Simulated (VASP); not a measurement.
# Na (P6_3/mmc) in VASP: a series of runs, part 2 of 2

VASP 6.6.1. Earlier steps stand in the parts before.

## Step 3: Electric field gradients, PBEsol (39.33 Å³/atom)

Contents of INCAR:

```
SYSTEM = Na
ALGO = Normal ; EDIFF = 1E-8
ENCUT = 520 ; GGA = PS
ISIF = 2 ; ISMEAR = -1
LASPH = .True. ; LCHARG = .False.
LEFG = .True. ; LREAL = .False.
LWAVE = .False. ; NBANDS = 14
NELM = 100 ; PREC = Accurate
SIGMA = 0.05
```

Contents of KPOINTS:

```
k-points
0
Gamma
  13 13 7
  0 0 0
```

Contents of POSCAR:

```
Na
1.0
    3.8165724849      0.0000000000      0.0000000000
   -1.9082862425      3.3052487273      0.0000000000
    0.0000000000      0.0000000000      6.2349829711
Na
2
Direct
    0.3333333333      0.6666666667      0.2500000000
    0.6666666667      0.3333333333      0.7500000000
```

Potentials or basis: VASP PAW PBE potentials, release 64 (Na_pv).

Launch:

```bash
cat potpaw_PBE.64/Na_pv/POTCAR > POTCAR
mpirun -np 1 vasp_std > vasp.out
```

OUTCAR:

```text
SYSTEM = Na
   EDIFF = 1E-8
   ENCUT = 520
   GGA = PS
   ISIF = 2
   ISMEAR = -1
   LASPH = .True.
   LREAL = .False.
   NELM = 100
   PREC = Accurate

 ion  position               nearest neighbor table
   1  0.333  0.667  0.250-
   2  0.667  0.333  0.750-

  LATTYP: Found a hexagonal cell.
 ALAT       =     3.8165724849
 C/A-ratio  =     1.6336603054

  Lattice vectors:

 A1 = (   3.8165724849,   0.0000000000,   0.0000000000)
[... 620 lines left out ...]

  FREE ENERGIE OF THE ION-ELECTRON SYSTEM (eV)
  ---------------------------------------------------
  free  energy   TOTEN  =        -2.7920184205 eV

  energy  without entropy=       -2.7839165899  energy(sigma->0) =       -2.78796751

 Electric field gradients (V/A^2)
---------------------------------------------------------------------
 ion       V_xx      V_yy      V_zz      V_xy      V_xz      V_yz
---------------------------------------------------------------------
   1       0.119     0.120    -0.239     0.000    -0.000    -0.000
   2       0.119     0.120    -0.239     0.000    -0.000    -0.000
---------------------------------------------------------------------

 Electric field gradients after diagonalization (V/A^2)
 (convention: |V_zz| > |V_xx| > |V_yy|)
----------------------------------------------------------------------
 ion       V_xx      V_yy      V_zz     asymmetry (V_yy - V_xx)/ V_zz
----------------------------------------------------------------------
   1       0.120     0.119    -0.239       0.003
   2       0.120     0.119    -0.239       0.003
----------------------------------------------------------------------

           NMR quadrupolar parameters

 Cq : quadrupolar parameter    Cq=e*Q*V_zz/h
 eta: asymmetry parameters     (V_yy - V_xx)/ V_zz
 Q  : nuclear electric quadrupole moment in mb (millibarn)
----------------------------------------------------------------------
 ion       Cq(MHz)       eta       Q (mb)
----------------------------------------------------------------------
   1      -0.001       0.003       1.000
   2      -0.001       0.003       1.000
----------------------------------------------------------------------
```

OSZICAR:

```text
N       E                     dE             d eps       ncg     rms          rms(c)
DAV:   1     0.981578139101E+02    0.98158E+02   -0.75675E+03  2352   0.942E+02
DAV:   2     0.122744954001E+01   -0.96930E+02   -0.95961E+02  2436   0.270E+02
DAV:   3    -0.273784495202E+01   -0.39653E+01   -0.39618E+01  3012   0.632E+01
DAV:   4    -0.279453366622E+01   -0.56689E-01   -0.56687E-01  2610   0.816E+00
DAV:   5    -0.279582239643E+01   -0.12887E-02   -0.12887E-02  3024   0.125E+00    0.322E-01
DAV:   6    -0.279287483420E+01    0.29476E-02   -0.46965E-03  2856   0.105E+00    0.198E-01
DAV:   7    -0.279210864979E+01    0.76618E-03   -0.43115E-03  2964   0.873E-01    0.656E-02
DAV:   8    -0.279201757475E+01    0.91075E-04   -0.47673E-04  3006   0.388E-01    0.434E-03
DAV:   9    -0.279201826600E+01   -0.69125E-06   -0.53906E-06  2868   0.294E-02    0.170E-03
DAV:  10    -0.279201844827E+01   -0.18227E-06   -0.38229E-07  2994   0.979E-03    0.226E-04
DAV:  11    -0.279201843023E+01    0.18033E-07   -0.14712E-08  1812   0.173E-03    0.126E-04
DAV:  12    -0.279201842051E+01    0.97216E-08   -0.57668E-09  1542   0.128E-03
   1 F= -.27920184E+01 E0= -.27879675E+01  d E =-.810183E-02
```

It took 53 s on 1 thread of Intel Xeon Platinum 8259CL at 2.50GHz (Skylake/Cascade Lake), shared host; peak memory 0.21 GiB.

What came out:

```
Free energy                             : -2.7920 eV
Pressure                                : -0.5 GPa
Band gap on the k mesh                  : zero (bands 7 and 8 overlap by 3.25 eV)
Largest electric field gradient by atom : Na -0.24 V/Å²
```

Levels at points of the mesh, in eV from the Fermi level:
| k point | band 3 | band 4 | band 5 | band 6 | band 7 | band 8 | band 9 | band 10 | band 11 | band 12 |
| --- | --- | --- | --- | --- | --- | --- | --- | --- | --- | --- |
| (0.00, 0.00, 0.00) | -24.83 | -24.82 | -24.82 | -24.82 | -3.15 | 0.55 | 0.92 | 9.66 | 9.66 | 9.96 |

Caveat: without QUAD_EFG the Cq values of the log hold for a quadrupole moment of 1 mb, not for the nuclei; the PAW data sets were made with another functional, which shifts forces and pressure a little.

## Step 4: Electric field gradients, PBEsol (40.08 Å³/atom)

This run uses another cell than the first one, of 40.08 Å³/atom.

Contents of INCAR:

```
SYSTEM = Na
PREC = Accurate
ENCUT = 520
EDIFF = 1E-8
ISMEAR = -1
SIGMA = 0.05
LREAL = .False.
LASPH = .True.
NELM = 80
ALGO = Normal
ISIF = 2
LWAVE = .False.
LCHARG = .False.
GGA = PS
LEFG = .True.
NBANDS = 14
```

Contents of KPOINTS:

```
Automatic mesh
0
Gamma
  13 13 7
  0 0 0
```

Contents of POSCAR:

```
Na
1.0
    3.8408825192      0.0000000000      0.0000000000
   -1.9204412596      3.3263018346      0.0000000000
    0.0000000000      0.0000000000      6.2746973092
Na
2
Direct
    0.3333333333      0.6666666667      0.2500000000
    0.6666666667      0.3333333333      0.7500000000
```

Potentials or basis: VASP PAW PBE potentials, release 64 (Na_pv).

Launch:

```bash
cat potpaw_PBE.64/Na_pv/POTCAR > POTCAR
mpirun -np 1 vasp_std > vasp.out
```

OUTCAR:

```text
SYSTEM = Na
   PREC = Accurate
   ENCUT = 520
   EDIFF = 1E-8
   ISMEAR = -1
   LREAL = .False.
   LASPH = .True.
   NELM = 80
   ISIF = 2
   GGA = PS

 ion  position               nearest neighbor table
   1  0.333  0.667  0.250-
   2  0.667  0.333  0.750-

  LATTYP: Found a hexagonal cell.
 ALAT       =     3.8408825192
 C/A-ratio  =     1.6336603054

  Lattice vectors:

 A1 = (   3.8408825192,   0.0000000000,   0.0000000000)
[... 621 lines left out ...]

  FREE ENERGIE OF THE ION-ELECTRON SYSTEM (eV)
  ---------------------------------------------------
  free  energy   TOTEN  =        -2.7865192492 eV

  energy  without entropy=       -2.7783084654  energy(sigma->0) =       -2.78241386

 Electric field gradients (V/A^2)
---------------------------------------------------------------------
 ion       V_xx      V_yy      V_zz      V_xy      V_xz      V_yz
---------------------------------------------------------------------
   1       0.120     0.115    -0.235    -0.004     0.000    -0.000
   2       0.120     0.115    -0.235    -0.004    -0.000     0.000
---------------------------------------------------------------------

 Electric field gradients after diagonalization (V/A^2)
 (convention: |V_zz| > |V_xx| > |V_yy|)
----------------------------------------------------------------------
 ion       V_xx      V_yy      V_zz     asymmetry (V_yy - V_xx)/ V_zz
----------------------------------------------------------------------
   1       0.123     0.113    -0.235       0.042
   2       0.123     0.113    -0.235       0.042
----------------------------------------------------------------------

           NMR quadrupolar parameters

 Cq : quadrupolar parameter    Cq=e*Q*V_zz/h
 eta: asymmetry parameters     (V_yy - V_xx)/ V_zz
 Q  : nuclear electric quadrupole moment in mb (millibarn)
----------------------------------------------------------------------
 ion       Cq(MHz)       eta       Q (mb)
----------------------------------------------------------------------
   1      -0.001       0.042       1.000
   2      -0.001       0.042       1.000
----------------------------------------------------------------------
```

OSZICAR:

```text
N       E                     dE             d eps       ncg     rms          rms(c)
DAV:   1     0.986921658061E+02    0.98692E+02   -0.74760E+03  2352   0.939E+02
DAV:   2     0.120017609384E+01   -0.97492E+02   -0.96535E+02  2424   0.271E+02
DAV:   3    -0.273468088573E+01   -0.39349E+01   -0.39317E+01  3072   0.629E+01
DAV:   4    -0.278893033966E+01   -0.54249E-01   -0.54248E-01  2592   0.790E+00
DAV:   5    -0.279016046340E+01   -0.12301E-02   -0.12301E-02  3060   0.123E+00    0.320E-01
DAV:   6    -0.278731105123E+01    0.28494E-02   -0.46990E-03  2880   0.105E+00    0.198E-01
DAV:   7    -0.278660877516E+01    0.70228E-03   -0.43151E-03  2958   0.870E-01    0.658E-02
DAV:   8    -0.278651824583E+01    0.90529E-04   -0.47356E-04  3006   0.386E-01    0.428E-03
DAV:   9    -0.278651905549E+01   -0.80965E-06   -0.49799E-06  2838   0.274E-02    0.169E-03
DAV:  10    -0.278651928326E+01   -0.22777E-06   -0.35106E-07  2988   0.930E-03    0.239E-04
DAV:  11    -0.278651926122E+01    0.22040E-07   -0.15391E-08  1776   0.180E-03    0.132E-04
DAV:  12    -0.278651924944E+01    0.11778E-07   -0.59786E-09  1560   0.132E-03    0.184E-05
DAV:  13    -0.278651924924E+01    0.19895E-09   -0.12511E-09  1476   0.552E-04
   1 F= -.27865192E+01 E0= -.27824139E+01  d E =-.821078E-02
```

stdout:

```text
POSCAR found type information on POSCAR Na
 POSCAR found :  1 types and       2 ions
 scaLAPACK will be used
 -----------------------------------------------------------------------------
|                                                                             |
|                                                                             |
|     You enforced a specific xc type in the INCAR file but a different       |
|     I HOPE YOU KNOW WHAT YOU ARE DOING!                                     |
|                                                                             |
 -----------------------------------------------------------------------------

 LDA part: xc-table for (Slater+PW92), standard interpolation
 POSCAR, INCAR and KPOINTS ok, starting setup
 FFT: planning ... GRIDC
 FFT: planning ... GRID_SOFT
 FFT: planning ... GRID
 WAVECAR not read
 entering main loop
ion   1

ion   2
```

It took 64 s on 1 thread of Intel Xeon Platinum 8259CL at 2.50GHz (Skylake/Cascade Lake), shared host; peak memory 0.22 GiB.

Results:

```
Free energy                             : -2.7865 eV
Pressure                                : -0.6 GPa
Band gap on the k mesh                  : zero (bands 7 and 8 overlap by 3.22 eV)
Largest electric field gradient by atom : Na -0.23 V/Å²
```

Stress tensor (GPa, compression positive):
```
-0.67  0.00  0.00
 0.00 -0.67  0.00
 0.00  0.00 -0.57
```

Levels at points of the mesh, in eV from the Fermi level:
| k point | band 3 | band 4 | band 5 | band 6 | band 7 | band 8 | band 9 | band 10 | band 11 | band 12 |
| --- | --- | --- | --- | --- | --- | --- | --- | --- | --- | --- |
| (0.00, 0.00, 0.00) | -24.84 | -24.84 | -24.84 | -24.84 | -3.11 | 0.55 | 0.90 | 9.56 | 9.56 | 9.83 |

Caveat: without QUAD_EFG the Cq values of the log hold for a quadrupole moment of 1 mb, not for the nuclei; the PAW data sets were made with another functional, which shifts forces and pressure a little.
